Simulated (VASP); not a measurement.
## Ta3TiN4: single point with PBE

The system is Ta3TiN4.

```
CELL_PARAMETERS angstrom
2.94270 0.00000 0.00000
-1.47135 2.54845 0.00000
0.00000 0.00000 11.38258
ATOMIC_POSITIONS crystal
Ti 0.33333 0.66667 0.50000
Ta 0.33333 0.66667 0.00000
Ta 0.33333 0.66667 0.25496
Ta 0.33333 0.66667 0.74504
N 0.00000 0.00000 0.87328
N 0.00000 0.00000 0.12672
N 0.00000 0.00000 0.37788
N 0.00000 0.00000 0.62212
```

```yaml
Program: VASP 6.6.1
Task: single point
Functional: PBE
Potentials_or_basis: VASP PAW PBE potentials, release 64 (Ti_sv, Ta_pv, N)
Cutoff: 520 eV
k_mesh: 12 × 12 × 4
Occupations: gaussian, width 0.1 eV
Spin: collinear spin
Starting_moments: "[0.3, 0.0, 0.0, 0.0, 0.0, 0.0, 0.0, 0.0] μB"
```

The pressure is 0.6 GPa. The largest force is 0.019 eV/Å, the net moment is 0.00 μB per cell and the valence electrons inside the program's atomic spheres are Ti 10.35; Ta 8.98, 8.99 (each value once); N 3.73, 3.72 (each value once).

Forces in eV/Å, atoms in the order of the input:
```
Ti   0.000  0.000  0.000
Ta   0.000  0.000  0.000
Ta   0.000  0.000 -0.003
Ta   0.000  0.000  0.003
N    0.000  0.000  0.000
N    0.000  0.000  0.000
N    0.000  0.000  0.019
N    0.000  0.000 -0.019
```

Stress tensor (GPa, compression positive):
```
0.60 0.00 0.00
0.00 0.60 0.00
0.00 0.00 0.72
```

Levels at points of the mesh, in eV from the Fermi level:
Spin up:
| k point | band 28 | band 29 | band 30 | band 31 | band 32 | band 33 | band 34 | band 35 | band 36 | band 37 |
| --- | --- | --- | --- | --- | --- | --- | --- | --- | --- | --- |
| (0.00, 0.00, 0.00) | -2.93 | -2.93 | -2.14 | 0.47 | 0.48 | 0.48 | 0.59 | 1.24 | 1.24 | 1.29 |
| (0.50, 0.00, 0.00) | -3.61 | -2.55 | -2.49 | -0.78 | -0.61 | 0.30 | 2.77 | 2.98 | 3.08 | 3.09 |
| (0.00, 0.00, 0.50) | -2.98 | -2.98 | -1.26 | -1.01 | 0.55 | 0.55 | 0.69 | 0.69 | 2.16 | 2.29 |
| (0.50, 0.00, 0.50) | -2.92 | -2.92 | -2.00 | -1.66 | -0.11 | 0.22 | 2.98 | 3.04 | 3.16 | 3.51 |
Spin down:
```csv
k point,band 29,band 30,band 31,band 32,band 33,band 34,band 35,band 36
"(0.00, 0.00, 0.00)",-2.93,-2.14,0.47,0.48,0.48,0.59,1.24,1.24
"(0.50, 0.00, 0.00)",-2.55,-2.49,-0.78,-0.61,0.30,2.77,2.98,3.08
"(0.00, 0.00, 0.50)",-2.98,-1.26,-1.01,0.55,0.55,0.69,0.69,2.16
"(0.50, 0.00, 0.50)",-2.92,-2.00,-1.66,-0.11,0.22,2.98,3.04,3.16
```

Run time: 15 min on 1 thread of Intel(R) Xeon(R) Platinum 8488C (Sapphire Rapids), with other jobs on the host, peak memory 0.49 GiB.

Caveat: spin-orbit coupling is left out, which moves the levels of the heavy elements.
